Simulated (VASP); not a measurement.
# CaF2 (Fluorite) (Fm-3m) in VASP: G0W0 quasiparticle levels with PBE

Aim: the G0W0 quasiparticle levels of CaF2 (Fluorite) with PBE.

Everything below comes from runs of VASP 6.6.1. Logs are shortened: lines on timing, memory, paths and dates and some standing lists are left out, and cuts for length are marked.

## Step 1: The cell of the first run

It takes space group Fm-3m (No. 225, cubic). Conventional cell: a = 5.439 Å, b = 5.439 Å, c = 5.439 Å, α = 90.00°, β = 90.00°, γ = 90.00°. Within 3.1 Å of Ca (site symmetry m-3m) lie 8 F at 2.36 Å. Within 3.1 Å of F (site symmetry -43m) lie 4 Ca at 2.36 Å and 6 F at 2.72 Å.

## Step 2: G0W0 quasiparticle levels, PBE

POSCAR reads:

```
CaF2
1.0
    0.0000000000      2.7195928867      2.7195928867
    2.7195928867      0.0000000000      2.7195928867
    2.7195928867      2.7195928867      0.0000000000
Ca F
1 2
Direct
    0.0000000000      0.0000000000      0.0000000000
    0.2500000000      0.2500000000      0.2500000000
    0.7500000000      0.7500000000      0.7500000000
```

INCAR.step1 reads:

```
PREC = Accurate
ENCUT = 500
EDIFF = 1E-8
ISMEAR = 0
SIGMA = 0.01
LREAL = F
LASPH = T
NELM = 100
ALGO = Normal
LWAVE = T
LCHARG = F
GGA = PE
```

INCAR.step2 reads:

```
PREC = Accurate
ENCUT = 500
EDIFF = 1E-8
ISMEAR = 0
SIGMA = 0.01
LREAL = F
LASPH = T
NELM = 1
ALGO = Exact
LWAVE = T
LCHARG = F
GGA = PE
NBANDS = 42
LOPTICS = T
ISTART = 1
```

INCAR.step3 reads:

```
PREC = Accurate
ENCUT = 500
EDIFF = 1E-8
ISMEAR = 0
SIGMA = 0.01
LREAL = F
LASPH = T
ALGO = EVGW0
LWAVE = F
LCHARG = F
GGA = PE
NELMGW = 1
NBANDS = 42
ENCUTGW = 60
NOMEGA = 48
PRECFOCK = Fast
ISTART = 1
NBANDSGW = 20
```

KPOINTS reads:

```
Automatic mesh
0
Gamma
  4 4 4
```

Potentials or basis: VASP PAW PBE potentials, release 64 (Ca_sv_GW, F_GW).

Run with:

```bash
> cat potpaw_PBE.64/Ca_sv_GW/POTCAR potpaw_PBE.64/F_GW/POTCAR > POTCAR
> cp INCAR.step1 INCAR
> mpirun -np 1 vasp_std > vasp.out
> cp INCAR.step2 INCAR
> mpirun -np 1 vasp_std > vasp.out
> cp INCAR.step3 INCAR
> mpirun -np 1 vasp_std > vasp.out
```

OUTCAR:

```text
PREC = Accurate
   ENCUT = 500
   EDIFF = 1E-8
   ISMEAR = 0
   LREAL = F
   LASPH = T
   GGA = PE
   NELMGW = 1
   ENCUTGW = 60
   PRECFOCK = Fast
   ISTART = 1

 ion  position               nearest neighbor table
   1  0.000  0.000  0.000-   2 2.36   3 2.36   3 2.36   3 2.36   3 2.36   2 2.36   2 2.36   2 2.36

   2  0.250  0.250  0.250-   1 2.36   1 2.36   1 2.36   1 2.36
   3  0.750  0.750  0.750-   1 2.36   1 2.36   1 2.36   1 2.36

  LATTYP: Found a face centered cubic cell.
 ALAT       =     5.4391857734

  Lattice vectors:

 A1 = (   0.0000000000,   2.7195928867,   2.7195928867)
 A2 = (   2.7195928867,   0.0000000000,   2.7195928867)
 A3 = (   2.7195928867,   2.7195928867,   0.0000000000)

Analysis of symmetry for initial positions (statically):
=====================================================================
 Subroutine PRICEL returns:
 Original cell was already a primitive cell.

 Routine SETGRP: Setting up the symmetry group for a
 face centered cubic supercell.

 Subroutine GETGRP returns: Found 48 space group operations
 (whereof 48 operations were pure point group operations)
 out of a pool of 48 trial point group operations.

The static configuration has the point symmetry O_h .

Analysis of symmetry for dynamics (positions and initial velocities):
=====================================================================
 Subroutine PRICEL returns:
 Original cell was already a primitive cell.

 Routine SETGRP: Setting up the symmetry group for a
 face centered cubic supercell.

 Subroutine GETGRP returns: Found 48 space group operations
 (whereof 48 operations were pure point group operations)
 out of a pool of 48 trial point group operations.

The dynamic configuration has the point symmetry O_h .

 Subroutine INISYM returns: Found 48 space group operations
 (whereof 48 operations are pure point group operations),
 and found     1 'primitive' translations

----------------------------------------------------------------------------------------

                                     Primitive cell

  volume of cell :      40.2292

  direct lattice vectors                    reciprocal lattice vectors
     0.000000000  2.719592887  2.719592887    -0.183851047  0.183851047  0.183851047
     2.719592887  0.000000000  2.719592887     0.183851047 -0.183851047  0.183851047
     2.719592887  2.719592887  0.000000000     0.183851047  0.183851047 -0.183851047

  length of vectors
     3.846085145  3.846085145  3.846085145     0.318439355  0.318439355  0.318439355

  position of ions in fractional coordinates (direct lattice)
     0.000000000  0.000000000  0.000000000
     0.250000000  0.250000000  0.250000000
     0.750000000  0.750000000  0.750000000

  ion indices of the primitive-cell ions
   primitive index   ion index
                 1           1
                 2           2
                 3           3

----------------------------------------------------------------------------------------

 KPOINTS: Automatic mesh

Automatic generation of k-mesh.
 Grid dimensions read from file:
 generate k-points for:    4    4    4

 Generating k-lattice:

  Cartesian coordinates                     Fractional coordinates (reciprocal lattice)
    -0.045962762  0.045962762  0.045962762     0.250000000  0.000000000  0.000000000
     0.045962762 -0.045962762  0.045962762     0.000000000  0.250000000  0.000000000
     0.045962762  0.045962762 -0.045962762     0.000000000  0.000000000  0.250000000

  Length of vectors
     0.079609839  0.079609839  0.079609839

  Shift w.r.t. Gamma in fractional coordinates (k-lattice)
     0.000000000  0.000000000  0.000000000

 Subroutine IBZKPT returns following result:
 ===========================================

 Found      8 irreducible k-points:

 Following reciprocal coordinates:
            Coordinates               Weight
  0.000000  0.000000  0.000000      1.000000
  0.250000  0.000000  0.000000      8.000000
  0.500000  0.000000  0.000000      4.000000
  0.250000  0.250000  0.000000      6.000000
  0.500000  0.250000  0.000000     24.000000
 -0.250000  0.250000  0.000000     12.000000
  0.500000  0.500000  0.000000      3.000000
 -0.250000  0.500000  0.250000      6.000000
   k-points           NKPTS =      8   k-points in BZ     NKDIM =     64   number of bands    NBANDS=     42
   number of dos      NEDOS =    301   number of ions     NIONS =      3
   total plane-waves  NPLWV =  21952
   dimension x,y,z NGX =    28 NGY =   28 NGZ =   28
   dimension x,y,z NGXF=    56 NGYF=   56 NGZF=   56
   ions per type =               1   2
   NGX,Y,Z   is equivalent  to a cutoff of  12.10, 12.10, 12.10 a.u.
   NGXF,Y,Z  is equivalent  to a cutoff of  24.21, 24.21, 24.21 a.u.
 SYSTEM =  unknown system
   PREC   = accura    normal or accurate (medium, high low for compatibility)
   ISTART =      1    job   : 0-new  1-cont  2-samecut
   ICHARG =      0    charge: 1-file 2-atom 10-const
   ISPIN  =      1    spin polarized calculation?
   LNONCOLLINEAR =      F non collinear calculations
   LSORBIT =      F    spin-orbit coupling
   LASPH  =      T    aspherical Exc in radial PAW
   ENCUT  =  500.0 eV  36.75 Ry    6.06 a.u.   7.01  7.01  7.01*2*pi/ulx,y,z
   NELM   =     60;   NELMIN=  2; NELMDL=  0     # of ELM steps
   EDIFF  = 0.1E-07   stopping-criterion for ELM
   LREAL  =      F    real-space projection
   EDIFFG = 0.1E-06   stopping-criterion for IOM
   NSW    =      0    number of steps for IOM
   IBRION =     -1    ionic relax: 0-MD 1-quasi-New 2-CG
   NFREE  =      0    steps in history (QN), initial steepest desc. (CG)
   ISIF   =      0    stress and relaxation
   ISYM   =      3    0-nonsym 1-usesym 2-fastsym
   POTIM  = 0.5000    time-step for ionic-motion
   TEBEG  =    0.0;   TEEND  =   0.0 temperature during run
   PSTRESS=    0.0 pullay stress
   NELECT =      24.0000    total number of electrons
   NUPDOWN=      -1.0000    fix difference up-down
   EMIN   =  10.00;   EMAX   =-10.00  energy-range for DOS
   EFERMI =   0.00;   METHOD = LEGACY
   ISMEAR =     0;   SIGMA  =   0.01  broadening in eV -4-tet -1-fermi 0-gaus
   EFERMI_NEDOS =   21; number of points for ismear=-14 and -15
   IALGO  =     38    algorithm
   IMIX   =      4    mixing-type and parameters
     AMIX     =   0.40;   BMIX     =  1.00
     AMIX_MAG =   1.60;   BMIX_MAG =  1.00
  volume/ion in A,a.u.               =      13.41        90.49
  Fermi-wavevector in a.u.,A,eV,Ry     =   1.378155  2.604335 25.841692  1.899311
  Thomas-Fermi vector in A             =   2.503242
   LORBIT       =      0    0 simple, 1 ext, 2 COOP (PROOUT), +10 PAW based schemes
   GGA     = PE    functional components
   LHFCALC =     T    Hartree Fock is set to
   PRECFOCK=fast      Normal, Fast or Accurate (Low or Medium for compatibility)
   ENCUT4O =  -1.0   cutoff for four orbital integrals eV
   NKREDX  =     1    reduce k-point grid by
   NKREDY  =     1    reduce k-point grid by
   NKREDZ  =     1    reduce k-point grid by
   AEXX    =    1.0000 exact exchange contribution
   HFSCREEN=    0.0000 screening length (either q_TF or 0.3 A-1)
   HFSCREENC=   0.0000 screening length for correlation (either q_TF or 0.3 A-1)
   ENCUTFOCK=  -1.0 apply spherical cutoff to Coloumb kernel
   IVDW    =     0    specifies the selected vdW correction
   LEPSILON=     F    determine dielectric tensor
   LRPA    =     F    only Hartree local field effects (RPA)
   LRPAFORCE           =     F    calculate RPA forces
   ENCUTGW             =  60.0    cutoff for response function in eV
   ENCUTGWSOFT         =  48.0    soft cutoff for Coulomb kernel in GW response function in eV
   ENCUTLF             =  -1.0    cutoff for local field effects
   NELMGW              =     1    number of iterations in solving QP/BSE equation
   NELMHF              =     1    number of iterations in the inner HF iteration
   NKREDLFX            =     1    NKREDLFY  =   1   NKREDLFZ  =   1
 non-spin polarized calculation
 Gauss-broadening in eV      SIGMA  =   0.01
  energy-cutoff  :      500.00
  volume of cell :       40.23
 maximum number of plane-waves:      1036
  NGX = 16; NGY = 16; NGZ = 16
   NGX = 13   NGY = 13   NGZ = 13
 maximum number of plane-waves:        51
 NGX is ok and might be reduce to    10

 QP shifts <psi_nk| G(iteration)W_0 |psi_nk>: iteration 1
 for sc-GW calculations column KS-energies equals QP-energies in previous step
 and V_xc(KS)=  KS-energies - (<T + V_ion + V_H > + <T+V_H+V_ion>^1  + <V_x>^1)

 k-point   1 :       0.0000    0.0000    0.0000
  band No.  KS-energies  QP-energies   sigma(KS)   V_xc(KS)     V^pw_x(r,r')   Z            occupation Imag(sigma)

      1     -34.8831     -38.8143     -26.2208     -20.6896     -34.4650       0.7107       2.0000       0.7166
      2     -18.8683     -23.7659     -29.2212     -22.5996     -36.7309       0.7397       2.0000       0.8832
      3     -18.0782     -23.0306     -30.1696     -23.5314     -37.5971       0.7461       2.0000       0.8114
      4     -15.8218     -19.1060     -23.9860     -19.9928     -27.9811       0.8225       2.0000       0.2369
      5     -15.8218     -19.1060     -23.9860     -19.9928     -27.9811       0.8225       2.0000       0.2369
      6     -15.8218     -19.1060     -23.9860     -19.9928     -27.9811       0.8225       2.0000       0.2369
[... 12 lines left out ...]
     19      18.1225      19.6224      -6.3148      -8.0566      -2.9421       0.8611       0.0000      -0.1791
     20      18.1225      19.6224      -6.3148      -8.0566      -2.9421       0.8611       0.0000      -0.1791

 k-point   2 :       0.2500    0.0000    0.0000
  band No.  KS-energies  QP-energies   sigma(KS)   V_xc(KS)     V^pw_x(r,r')   Z            occupation Imag(sigma)

      1     -34.8655     -38.7977     -26.2346     -20.7089     -34.4752       0.7116       2.0000       0.7037
      2     -18.9813     -23.7489     -28.7016     -22.2602     -36.0729       0.7401       2.0000       0.8473
      3     -18.2548     -23.1762     -29.8925     -23.2833     -37.3164       0.7446       2.0000       0.8231
      4     -15.8441     -19.1338     -23.9660     -19.9656     -27.9719       0.8224       2.0000       0.2450
      5     -15.8441     -19.1338     -23.9660     -19.9656     -27.9719       0.8224       2.0000       0.2450
      6     -15.5763     -19.0351     -24.7310     -20.5392     -28.8999       0.8251       2.0000       0.2871
[... 12 lines left out ...]
     19      16.1638      17.7479      -7.4545      -9.3080      -4.1172       0.8547       0.0000      -0.1506
     20      19.3630      21.1387      -7.0510      -9.1256      -3.5342       0.8559       0.0000      -0.2261
[... 102 lines left out ...]
      3     -18.3996     -23.3293     -29.7897     -23.1636     -37.2608       0.7440       2.0000       0.8419
      4     -15.9316     -19.2284     -23.8743     -19.8475     -27.9197       0.8187       2.0000       0.2755
      5     -15.9316     -19.2284     -23.8743     -19.8475     -27.9197       0.8187       2.0000       0.2755
      6     -15.1387     -18.7403     -25.6067     -21.2629     -29.8829       0.8291       2.0000       0.3148
[... 12 lines left out ...]
     19      16.0562      18.7147      -9.8600     -13.0555      -6.2825       0.8319       0.0000      -0.2027
     20      17.9933      20.4205      -8.8311     -11.7470      -5.1302       0.8324       0.0000      -0.2189

 k-point   8 :      -0.2500    0.5000    0.2500
  band No.  KS-energies  QP-energies   sigma(KS)   V_xc(KS)     V^pw_x(r,r')   Z            occupation Imag(sigma)

      1     -34.8359     -38.8068     -26.2584     -20.7408     -34.4920       0.7197       2.0000       0.6820
      2     -18.8589     -23.5733     -28.6197     -22.2740     -35.8941       0.7429       2.0000       0.8130
      3     -18.8589     -23.5733     -28.6197     -22.2740     -35.8941       0.7429       2.0000       0.8130
      4     -15.9343     -19.2309     -23.8684     -19.8402     -27.9148       0.8184       2.0000       0.2776
      5     -15.4807     -18.9982     -25.0261     -20.7633     -29.2614       0.8251       2.0000       0.3040
      6     -15.4807     -18.9982     -25.0261     -20.7633     -29.2614       0.8251       2.0000       0.3040
[... 12 lines left out ...]
     19      16.8680      19.1672      -9.5675     -12.3005      -6.0469       0.8413       0.0000      -0.1864
     20      16.8680      19.1672      -9.5675     -12.3005      -6.0469       0.8413       0.0000      -0.1864
```

Run time: 73 s. Hardware: 1 thread of Intel Xeon Platinum 8559C (Emerald Rapids), shared host; peak memory 0.36 GiB.

What came out:

| Quantity | Value |
| --- | --- |
| Band gap on the k mesh, mean-field level | 7.38 eV, indirect (least direct gap 7.63 eV) |
| Quasiparticle gap | 10.72 eV |
| Least direct quasiparticle gap | 11.03 eV |

Levels at points of the mesh, in eV from the valence-band top:
```tsv
k point	band 8	band 9	band 10	band 11	band 12	band 13	band 14	band 15	band 16
(0.00, 0.00, 0.00)	-2.13	-2.13	-0.25	-0.25	-0.25	7.38	9.23	9.23	11.34
(0.50, 0.00, 0.00)	-1.53	-1.29	-1.25	-0.84	-0.84	9.45	9.45	9.84	10.80
(0.50, 0.50, 0.00)	-1.67	-1.67	-0.36	-0.36	0.00	8.17	9.60	10.16	10.96
```

Caveat: the k points lie up to 0.50 Å⁻¹ apart; bands, screening cutoff and mesh are small and nothing is extrapolated, so the quasiparticle values aren't converged. A k mesh can miss the band edges.
